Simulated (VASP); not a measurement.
The system is SnO2.

```
Sn O
1.0
     3.59273    0.00000    0.00000
     0.00000    3.59273    0.00000
     0.00000    0.00000    5.53211
Sn O
2 4
Cartesian
  1.7964 1.7964 2.7661
  0.0000 0.0000 0.0000
  0.0000 1.7964 3.7442
  1.7964 0.0000 4.5540
  1.7964 0.0000 1.7880
  0.0000 1.7964 0.9781
```

```yaml
Program: VASP 6.6.1
Task: relaxation of cell and atoms
Functional: PBEsol
Potentials_or_basis: VASP PAW PBE potentials, release 64 (Sn_d, O)
Cutoff: 600 eV
k_mesh: 6 × 6 × 4
Occupations: fermi-dirac, width 0.02 eV
Spin: no spin polarisation
```

At the start: pressure -5.9 GPa; volume 11.90 Å³/atom.

Question: How do energy, volume and symmetry change on relaxing?

Answer: Over 10 steps the energy falls by 9.8 meV/atom and the volume is 11.40 Å³/atom (-4.3 %); space group P4_2/nmc (No. 137, to 0.1 Å) before and after.

The path:
```
step  energy change (eV)  largest force (eV/Å)  pressure (GPa)  volume (Å³)
   1              0.0000                0.0080           -5.91        71.41
   2              0.0014                0.3456            6.80        66.96
   3             -0.0435                0.1598           -0.06        69.14
   4             -0.0492                0.1332           -0.05        68.96
   5             -0.0574                0.0639            0.14        68.42
   6             -0.0574                0.0571            0.15        68.37
   7             -0.0584                0.0178           -0.32        68.46
   8             -0.0585                0.0000           -0.19        68.44
   9             -0.0585                0.0035            0.30        68.26
  10             -0.0586                0.0012           -0.01        68.37
```

Final structure:
```yaml
crystal:
  lattice:
    - [3.56085, 0.00000, 0.00000]
    - [0.00000, 3.56085, 0.00000]
    - [0.00000, 0.00000, 5.39224]
  atoms:
    - { symbol: Sn, position: [0.50000, 0.50000, 0.50000] }
    - { symbol: Sn, position: [0.00000, 0.00000, 0.00000] }
    - { symbol: O, position: [0.00000, 0.50000, 0.68326] }
    - { symbol: O, position: [0.50000, 0.00000, 0.81674] }
    - { symbol: O, position: [0.50000, 0.00000, 0.31674] }
    - { symbol: O, position: [0.00000, 0.50000, 0.18326] }
```

Caveat: the PAW data sets were made with another functional, which shifts forces and pressure a little.
